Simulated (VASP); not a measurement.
Runs of VASP 6.6.1 on Hg. The structure is that of space group P6_3/mmc (No. 194), or close to it. The cells are those of the table. 

```csv
cell,further INCAR settings,gap on the mesh (eV),pressure (GPa)
"a = 3.216, b = 3.216, c = 5.155 Å, angles 90.0, 90.0, 120.0°, 2 atoms",ALGO = Fast; EDIFF = 1e-06; NBANDS = 19,none,-1.8
"a = 3.195, b = 3.195, c = 5.224 Å, angles 90.0, 90.0, 120.0°, 2 atoms",ALGO = Fast; EDIFF = 1e-07; NBANDS = 19,none,-1.9
"a = 3.131, b = 3.131, c = 5.438 Å, angles 90.0, 90.0, 120.0°, 2 atoms",ALGO = Fast; EDIFF = 1e-06; NBANDS = 19,none,-2.0
"a = 3.260, b = 3.260, c = 4.921 Å, angles 90.0, 90.0, 120.0°, 2 atoms",ALGO = Fast; EDIFF = 1e-06; NBANDS = 19,none,(a)
"a = 3.132, b = 3.132, c = 5.332 Å, angles 90.0, 90.0, 120.0°, 2 atoms",ALGO = Fast; EDIFF = 1e-06; NBANDS = 19,none,-1.3
"a = 3.303, b = 3.303, c = 4.886 Å, angles 90.0, 90.0, 120.0°, 2 atoms",ALGO = Fast; EDIFF = 1e-06; NBANDS = 19,none,-1.8
"a = 3.173, b = 3.173, c = 5.294 Å, angles 90.0, 90.0, 120.0°, 2 atoms",ALGO = Fast; EDIFF = 1e-06; NBANDS = 19,none,-1.9
"a = 3.281, b = 3.281, c = 4.952 Å, angles 90.0, 90.0, 120.0°, 2 atoms",ALGO = Fast; EDIFF = 1e-06; NBANDS = 19,none,-1.8
```

Alike in all rows: task single point; level PBEsol+D3(BJ); potentials or basis VASP PAW PBE potentials, release 64 (Hg); no spin polarisation; k mesh 18 × 18 × 10; cutoff (eV) 520; smearing gaussian 0.15 eV.

**Question.** Estimate the missing entries.

**Answer.** (a) -1.0.

Caveats: the PAW data sets were made with another functional, which shifts forces and pressure a little; spin-orbit coupling is left out, which moves the levels of the heavy elements.

A k mesh can miss the band edges, and the runs leave out spin-orbit coupling on Hg.

A gap of «none» marks levels without a gap at the run's occupations.
